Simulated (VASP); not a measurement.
# AlSn4 (P-43m) in VASP: density of states with PBE

Aim: the density of states of AlSn4 with PBE.

All numbers are computed with VASP 6.6.1; they aren't measurements. Logs are shortened: lines on timing, memory, paths and dates and some standing lists are left out, and cuts for length are marked.

### Step 1. The cell of the first run

It takes space group P-43m (No. 215, cubic). Conventional cell: a = 5.315 Å, b = 5.315 Å, c = 5.315 Å, α = 90.00°, β = 90.00°, γ = 90.00°. Within 3.6 Å of Al (site symmetry -43m) lie 4 Sn at 2.73 Å. Sn (site symmetry 3m) has 1 Al at 2.73 Å and 3 Sn at 3.06 Å within 3.6 Å.

### Step 2. Density of states, PBE

The input, POSCAR:

```
AlSn4
1.0
    5.3152418751      0.0000000000      0.0000000000
    0.0000000000      5.3152418751      0.0000000000
    0.0000000000      0.0000000000      5.3152418751
Al Sn
1 4
Direct
    0.0000000000      0.0000000000      0.0000000000
    0.2966347130      0.7033652870      0.7033652870
    0.7033652870      0.2966347130      0.7033652870
    0.7033652870      0.7033652870      0.2966347130
    0.2966347130      0.2966347130      0.2966347130
```

The input, INCAR.step1:

```
SYSTEM = AlSn4
PREC     = Accurate       ! precision mode
ENCUT    = 520            ! plane-wave cutoff, eV
EDIFF    = 1E-6           ! SCF threshold, eV
ISMEAR   = 0              ! smearing method
SIGMA    = 0.1            ! smearing width, eV
LREAL    = .False.        ! projectors in reciprocal space
LASPH    = .True.         ! aspherical terms in the spheres
NELM     = 80             ! most SCF steps
ALGO     = Fast           ! electronic algorithm
ISIF     = 2              ! what is computed and relaxed
LWAVE    = .False.        ! write WAVECAR
LCHARG   = .True.         ! write CHGCAR
GGA      = PE             ! functional
NBANDS   = 38             ! bands
```

The input, KPOINTS.step1:

```
Automatic mesh
0
Gamma
  8 8 8
  0 0 0
```

The input, INCAR.step2:

```
SYSTEM = AlSn4
PREC     = Accurate       ! precision mode
ENCUT    = 520            ! plane-wave cutoff, eV
EDIFF    = 1E-6           ! SCF threshold, eV
ISMEAR   = -5             ! smearing method
SIGMA    = 0.1            ! smearing width, eV
LREAL    = .False.        ! projectors in reciprocal space
LASPH    = .True.         ! aspherical terms in the spheres
NELM     = 80             ! most SCF steps
ALGO     = Fast           ! electronic algorithm
ISIF     = 2              ! what is computed and relaxed
LWAVE    = .False.        ! write WAVECAR
LCHARG   = .False.        ! write CHGCAR
GGA      = PE             ! functional
LORBIT   = 11             ! projections on sites
NBANDS   = 38             ! bands
NEDOS    = 1001           ! points of the DOS
ICHARG   = 11             ! starting density
```

The input, KPOINTS.step2:

```
Automatic mesh
0
Gamma
  12 12 12
  0 0 0
```

Potentials or basis: VASP PAW PBE potentials, release 64 (Al, Sn_d).

Run with:

```
cat potpaw_PBE.64/Al/POTCAR potpaw_PBE.64/Sn_d/POTCAR > POTCAR
cp INCAR.step1 INCAR
cp KPOINTS.step1 KPOINTS
mpirun -np 1 vasp_std > vasp.out
cp INCAR.step2 INCAR
cp KPOINTS.step2 KPOINTS
mpirun -np 1 vasp_std > vasp.out
```

OUTCAR:

```text
SYSTEM = AlSn4
   PREC = Accurate
   ENCUT = 520
   EDIFF = 1E-6
   ISMEAR = -5
   LREAL = .False.
   LASPH = .True.
   NELM = 80
   ISIF = 2
   GGA = PE
   LORBIT = 11
   ICHARG = 11

 ion  position               nearest neighbor table
   1  0.000  0.000  0.000-   2 2.73   3 2.73   4 2.73   5 2.73
   2  0.297  0.703  0.703-   1 2.73   3 3.06   4 3.06   5 3.06
   3  0.703  0.297  0.703-   1 2.73   2 3.06   4 3.06   5 3.06
   4  0.703  0.703  0.297-   1 2.73   2 3.06   3 3.06   5 3.06
   5  0.297  0.297  0.297-   1 2.73   2 3.06   3 3.06   4 3.06

  LATTYP: Found a simple cubic cell.
 ALAT       =     5.3152418751

  Lattice vectors:

 A1 = (   5.3152418751,   0.0000000000,   0.0000000000)
 A2 = (   0.0000000000,   5.3152418751,   0.0000000000)
 A3 = (   0.0000000000,   0.0000000000,   5.3152418751)

Analysis of symmetry for initial positions (statically):
=====================================================================
 Subroutine PRICEL returns:
 Original cell was already a primitive cell.

 Routine SETGRP: Setting up the symmetry group for a
 simple cubic supercell.

 Subroutine GETGRP returns: Found 24 space group operations
 (whereof 24 operations were pure point group operations)
 out of a pool of 48 trial point group operations.

The static configuration has the point symmetry T_d .

Analysis of symmetry for dynamics (positions and initial velocities):
=====================================================================
 Subroutine PRICEL returns:
 Original cell was already a primitive cell.

 Routine SETGRP: Setting up the symmetry group for a
 simple cubic supercell.

 Subroutine GETGRP returns: Found 24 space group operations
 (whereof 24 operations were pure point group operations)
 out of a pool of 48 trial point group operations.

The dynamic configuration has the point symmetry T_d .

 Subroutine INISYM returns: Found 24 space group operations
 (whereof 24 operations are pure point group operations),
 and found     1 'primitive' translations

----------------------------------------------------------------------------------------

                                     Primitive cell

  volume of cell :     150.1651

  direct lattice vectors                    reciprocal lattice vectors
     5.315241875  0.000000000  0.000000000     0.188138193  0.000000000  0.000000000
     0.000000000  5.315241875  0.000000000     0.000000000  0.188138193  0.000000000
     0.000000000  0.000000000  5.315241875     0.000000000  0.000000000  0.188138193

  length of vectors
     5.315241875  5.315241875  5.315241875     0.188138193  0.188138193  0.188138193

  position of ions in fractional coordinates (direct lattice)
     0.000000000  0.000000000  0.000000000
     0.296634713  0.703365287  0.703365287
     0.703365287  0.296634713  0.703365287
     0.703365287  0.703365287  0.296634713
     0.296634713  0.296634713  0.296634713

  ion indices of the primitive-cell ions
   primitive index   ion index
                 1           1
                 2           2
                 3           3
                 4           4
                 5           5

----------------------------------------------------------------------------------------

 KPOINTS: Automatic mesh

Automatic generation of k-mesh.
 Grid dimensions read from file:
 generate k-points for:   12   12   12

 Generating k-lattice:

  Cartesian coordinates                     Fractional coordinates (reciprocal lattice)
     0.015678183  0.000000000  0.000000000     0.083333333  0.000000000  0.000000000
     0.000000000  0.015678183  0.000000000     0.000000000  0.083333333  0.000000000
     0.000000000  0.000000000  0.015678183     0.000000000  0.000000000  0.083333333

  Length of vectors
     0.015678183  0.015678183  0.015678183

  Shift w.r.t. Gamma in fractional coordinates (k-lattice)
     0.000000000  0.000000000  0.000000000

 TETIRR: Found    854 inequivalent tetrahedra from    10368

 Subroutine IBZKPT returns following result:
 ===========================================

 Found     84 irreducible k-points:

 Following reciprocal coordinates:
            Coordinates               Weight
  0.000000  0.000000  0.000000      1.000000
  0.083333  0.000000  0.000000      6.000000
  0.166667  0.000000  0.000000      6.000000
  0.250000  0.000000  0.000000      6.000000
  0.333333  0.000000  0.000000      6.000000
  0.416667  0.000000  0.000000      6.000000
[... 16 lines left out ...]
  0.333333  0.333333  0.000000     12.000000
  0.416667  0.333333  0.000000     24.000000
 [... further k-points ...]
   k-points           NKPTS =     84   k-points in BZ     NKDIM =     84   number of bands    NBANDS=     38
   number of dos      NEDOS =   1001   number of ions     NIONS =      5
   total plane-waves  NPLWV =  64000
   dimension x,y,z NGX =    40 NGY =   40 NGZ =   40
   dimension x,y,z NGXF=    80 NGYF=   80 NGZF=   80
   ions per type =               1   4
   NGX,Y,Z   is equivalent  to a cutoff of  12.51, 12.51, 12.51 a.u.
   NGXF,Y,Z  is equivalent  to a cutoff of  25.02, 25.02, 25.02 a.u.
 SYSTEM =  AlSn4
   PREC   = accura    normal or accurate (medium, high low for compatibility)
   ISTART =      0    job   : 0-new  1-cont  2-samecut
   ICHARG =     11    charge: 1-file 2-atom 10-const
   ISPIN  =      1    spin polarized calculation?
   LNONCOLLINEAR =      F non collinear calculations
   LSORBIT =      F    spin-orbit coupling
   LASPH  =      T    aspherical Exc in radial PAW
   ENCUT  =  520.0 eV  38.22 Ry    6.18 a.u.   9.88  9.88  9.88*2*pi/ulx,y,z
   NELM   =     80;   NELMIN=  2; NELMDL=  0     # of ELM steps
   EDIFF  = 0.1E-05   stopping-criterion for ELM
   LREAL  =      F    real-space projection
[... 7 lines left out ...]
   TEBEG  =    0.0;   TEEND  =   0.0 temperature during run
   PSTRESS=    0.0 pullay stress
   NELECT =      59.0000    total number of electrons
   NUPDOWN=      -1.0000    fix difference up-down
   EMIN   =  10.00;   EMAX   =-10.00  energy-range for DOS
   EFERMI =   0.00;   METHOD = LEGACY
   ISMEAR =    -5;   SIGMA  =   0.10  broadening in eV -4-tet -1-fermi 0-gaus
   EFERMI_NEDOS =   21; number of points for ismear=-14 and -15
   IALGO  =     68    algorithm
   IMIX   =      4    mixing-type and parameters
     AMIX     =   0.40;   BMIX     =  1.00
     AMIX_MAG =   1.60;   BMIX_MAG =  1.00
  volume/ion in A,a.u.               =      30.03       202.67
  Fermi-wavevector in a.u.,A,eV,Ry     =   1.199046  2.265868 19.561246  1.437711
  Thomas-Fermi vector in A             =   2.334919
   LORBIT       =     11    0 simple, 1 ext, 2 COOP (PROOUT), +10 PAW based schemes
   GGA     = PE    functional components
   LHFCALC =     F    Hartree Fock is set to
   AEXX    =    0.0000 exact exchange contribution
   IVDW    =     0    specifies the selected vdW correction
   LEPSILON=     F    determine dielectric tensor
   LRPA    =     F    only Hartree local field effects (RPA)
 non-spin polarized calculation
 RMM-DIIS sequential band-by-band and
 Fermi weights with tetrahedron method with Bloechl corrections
  energy-cutoff  :      520.00
  volume of cell :      150.17
 maximum number of plane-waves:      4076
 NGX is ok and might be reduce to    40

 number of electron      58.9999999 magnetization

 Free energy of the ion-electron system (eV)
  ---------------------------------------------------
  ext. energy  EPLUGINS =         0.00000000
  ---------------------------------------------------
  free energy    TOTEN  =       -17.56037828 eV

  energy without entropy =      -17.56037828  energy(sigma->0) =      -17.56037828

 E-fermi :   6.0139     XC(G=0):  -9.4239

 val. band max:        6.0521729225   @ k =   0.2500   0.2500   0.2500
 cond. band min:       5.7739681073   @ k =   0.5000   0.5000   0.0000
 fundamental gap:     -0.2782048152
 Fermi energy:         6.0138726047

 k-point     1 :       0.0000    0.0000    0.0000
  band No.  band energies     occupation
      1     -15.5316      2.00000
      2     -15.4912      2.00000
      3     -15.4912      2.00000
      4     -15.4595      2.00000
      5     -15.4595      2.00000
      6     -15.4595      2.00000
[... 30 lines left out ...]
     37       8.9099      0.00000
     38      10.8754      0.00000

 k-point     2 :       0.0833    0.0000    0.0000
  band No.  band energies     occupation
      1     -15.5309      2.00000
      2     -15.4907      2.00000
      3     -15.4901      2.00000
      4     -15.4595      2.00000
      5     -15.4591      2.00000
      6     -15.4591      2.00000
[... 30 lines left out ...]
     37       9.2709      0.00000
     38      10.9697      0.00000

 k-point     3 :       0.1667    0.0000    0.0000
  band No.  band energies     occupation
      1     -15.5290      2.00000
      2     -15.4893      2.00000
      3     -15.4871      2.00000
      4     -15.4597      2.00000
      5     -15.4580      2.00000
      6     -15.4580      2.00000
[... 30 lines left out ...]
     37       9.8439      0.00000
     38      10.8210      0.00000

 k-point     4 :       0.2500    0.0000    0.0000
  band No.  band energies     occupation
      1     -15.5262      2.00000
      2     -15.4869      2.00000
      3     -15.4827      2.00000
      4     -15.4600      2.00000
      5     -15.4564      2.00000
      6     -15.4564      2.00000
[... 30 lines left out ...]
     37       9.8162      0.00000
     38      10.3345      0.00000
[... 703 lines left out ...]
      4     -15.4588      2.00000
      5     -15.4550      2.00000
      6     -15.4535      2.00000
[... 30 lines left out ...]
     37      11.5478      0.00000
     38      12.2477      0.00000

 k-point    23 :       0.3333    0.3333    0.0000
  band No.  band energies     occupation
      1     -15.5173      2.00000
      2     -15.4748      2.00000
      3     -15.4720      2.00000
      4     -15.4563      2.00000
      5     -15.4557      2.00000
      6     -15.4550      2.00000
[... 30 lines left out ...]
     37      10.8567      0.00000
     38      12.3547      0.00000

 k-point    24 :       0.4167    0.3333    0.0000
  band No.  band energies     occupation
      1     -15.5157      2.00000
      2     -15.4722      2.00000
      3     -15.4695      2.00000
      4     -15.4567      2.00000
      5     -15.4557      2.00000
      6     -15.4545      2.00000
[... 30 lines left out ...]
     37      10.7119      0.00000
     38      12.6541      0.00000

 [... further k-points ...]
[... 5 lines left out ...]
  --------------------------------------------------------------------------------------
  -------------------------------------------------------------------------------------
  Total       -0.2108955     -0.2108955     -0.2108955      0.0000000     -0.0000000      0.0000000
  in kB       -2.2501366     -2.2501366     -2.2501366      0.0000000     -0.0000000      0.0000000
  external PRESSURE =      -2.2501366 kB  Pullay stress =       0.0000000 kB

 VOLUME and BASIS-vectors are now :
 -----------------------------------------------------------------------------
  energy-cutoff  :      520.00
  volume of cell :      150.17
      direct lattice vectors                 reciprocal lattice vectors
     5.315241875  0.000000000  0.000000000     0.188138193  0.000000000  0.000000000
     0.000000000  5.315241875  0.000000000     0.000000000  0.188138193  0.000000000
     0.000000000  0.000000000  5.315241875     0.000000000  0.000000000  0.188138193

 POSITION                                       TOTAL-FORCE (eV/Angst)
 -----------------------------------------------------------------------------------
      0.00000      0.00000      0.00000         0.000000      0.000000     -0.000000
      1.57669      3.73856      3.73856         0.009794     -0.009794     -0.009794
      3.73856      1.57669      3.73856        -0.009794      0.009794     -0.009794
      3.73856      3.73856      1.57669        -0.009794     -0.009794      0.009794
      1.57669      1.57669      1.57669         0.009794      0.009794      0.009794
 -----------------------------------------------------------------------------------
    total drift:                               -0.000000     -0.000000     -0.000000

  FREE ENERGIE OF THE ION-ELECTRON SYSTEM (eV)
  ---------------------------------------------------
  free  energy   TOTEN  =       -17.5603782809 eV

  energy  without entropy=      -17.5603782809  energy(sigma->0) =      -17.56037828

 total charge

# of ion       s       p       d       tot
------------------------------------------
    1        0.483   0.298   0.000   0.781
    2        1.260   0.963   9.965  12.188
    3        1.260   0.963   9.965  12.188
    4        1.260   0.963   9.965  12.188
    5        1.260   0.963   9.965  12.188
--------------------------------------------------
tot          5.524   4.151  39.859  49.533
```

Wall time 7.5 min (1 thread of Intel Xeon Platinum 8259CL at 2.50GHz (Skylake/Cascade Lake), shared host); peak memory 0.49 GiB.

What came out:

```
Valence electrons inside the program's atomic spheres : Al 0.78; Sn 12.19
```

Caveat: spin-orbit coupling is left out, which moves the levels of the heavy elements; tetrahedron occupations give inexact forces and stress in metals.
